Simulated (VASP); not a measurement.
ZnCu2SnS4, 8 atoms in the cell. Symmetry: I-4, No. 82, tetragonal system. Conventional cell: a = 5.486 Å, b = 5.486 Å, c = 10.880 Å, α = 90.00°, β = 90.00°, γ = 90.00°. Within 3.1 Å of Zn (site symmetry -4) lie 4 S at 2.37 Å. Cu (site symmetry -4) has 4 S at 2.32 Å within 3.1 Å. Cu (site symmetry -4) has 4 S at 2.32 Å within 3.1 Å. Sn (site symmetry -4) has 4 S at 2.47 Å within 3.3 Å. S (site symmetry 1) has 2 Cu at 2.32 Å and 1 Zn at 2.37 Å and 1 Sn at 2.47 Å within 3.1 Å. 

| Item | Value |
| --- | --- |
| Program | VASP 6.6.1 |
| Task | single point |
| Functional | PBE |
| Potentials or basis | VASP PAW PBE potentials, release 64 (Zn, Cu_sv_GW, Sn_d, S) |
| Cutoff | 700 eV |
| k mesh | 2 × 2 × 2 |
| Occupations | fermi-dirac, width 0.02 eV |
| Spin | no spin polarisation |
| Dipole correction | no |
| Further INCAR settings | ALGO = Normal; EDIFF = 1e-06; NBANDS = 54 |

Potentials or basis: VASP PAW PBE potentials, release 64 (Zn, Cu_sv_GW, Sn_d, S).

Command:

```sh
$ cat potpaw_PBE.64/Zn/POTCAR potpaw_PBE.64/Cu_sv_GW/POTCAR potpaw_PBE.64/Sn_d/POTCAR potpaw_PBE.64/S/POTCAR > POTCAR
$ mpirun -np 1 vasp_std > vasp.out
```

Hardware: 1 thread of Intel(R) Xeon(R) 6975P-C (Granite Rapids) (shared host).

**Question.** Estimate the wall time of this run.

**Answer.** Run time: 83 s on 1 thread of Intel(R) Xeon(R) 6975P-C (Granite Rapids), on a shared host, peak memory 0.54 GiB. Counts: scf iterations 18, k points 4.
